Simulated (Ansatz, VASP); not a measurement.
# One calculation of Cu, two programs

Contents of POSCAR:

```
Cu
1.0
    0.0000000000      1.8250000000      1.8250000000
    1.8250000000      0.0000000000      1.8250000000
    1.8250000000      1.8250000000      0.0000000000
Cu
1
Direct
    0.0000000000      0.0000000000      0.0000000000
```

The input INCAR.step1:

```
ALGO = Normal ; EDIFF = 1E-4
ENCUT = 520 ; GGA = PE
ISMEAR = 0 ; LASPH = T
LCHARG = F ; LREAL = F
LWAVE = T ; NBANDS = 12
NELM = 80 ; PREC = Accurate
SIGMA = 0.1
```

INCAR.step2

```
ALGO = Normal ; EDIFF = 1E-7
ENCUT = 520 ; ISIF = 2
ISMEAR = 0 ; ISTART = 1
LASPH = T ; LCHARG = F
LMIXTAU = T ; LREAL = F
LWAVE = F ; METAGGA = R2SCAN
NBANDS = 12 ; NELM = 80
PREC = Accurate ; SIGMA = 0.1
```

The input KPOINTS:

```
k-points
0
Gamma
  8 8 8
```

Input for Ansatz:

```yaml
crystal:
  lattice:
    - [0.0, 1.825, 1.825]
    - [1.825, 0.0, 1.825]
    - [1.825, 1.825, 0.0]
  atoms:
    - { symbol: Cu, position: [0.0, 0.0, 0.0] }
basis:
  ecutwfc: 500
kpoints:
  mp_grid: { grid: [8, 8, 8] }
hamiltonian:
  xc: r2scan
  pseudopotentials: { kind: paw, azcp: { folder: soft_1 } }
scf:
  occupations: { method: gaussian, width: 0.1 }
output:
  forces: true
  stress: true
  eigenvalues: true
```

Alike in both runs: task single point; functional r2SCAN; k mesh 8 × 8 × 8; occupations gaussian, width 0.1 eV; no spin polarisation.

|  | VASP | Ansatz |
| --- | --- | --- |
| version | VASP 6.6.1 | Ansatz 0.2.0 |
| potentials or method | VASP PAW PBE potentials, release 64 (Cu), cutoff 520 eV | scalar-relativistic, plane waves, PAW |
| valence electrons in the cell | 11 | 19 |

VASP gave:

```
gap on the k mesh at the Fermi level (eV) : none
pressure (GPa)                            : -7.1
```

**Question.** Estimate Ansatz's values.

**Answer.** gap on the k mesh at the Fermi level (eV): none; pressure (GPa): -7.5.

VASP's potentials were made for PBE, not for r2SCAN. A gap of «none» marks a metal or a gap that the smearing closes. With one functional, cell and mesh, what is left measures potentials, basis and numerics. VASP's potentials hold 11 valence electrons a cell and Ansatz's 19, so a difference there can come from the potentials and not from the codes.

The k mesh is coarse, so the values compare programs but aren't converged.
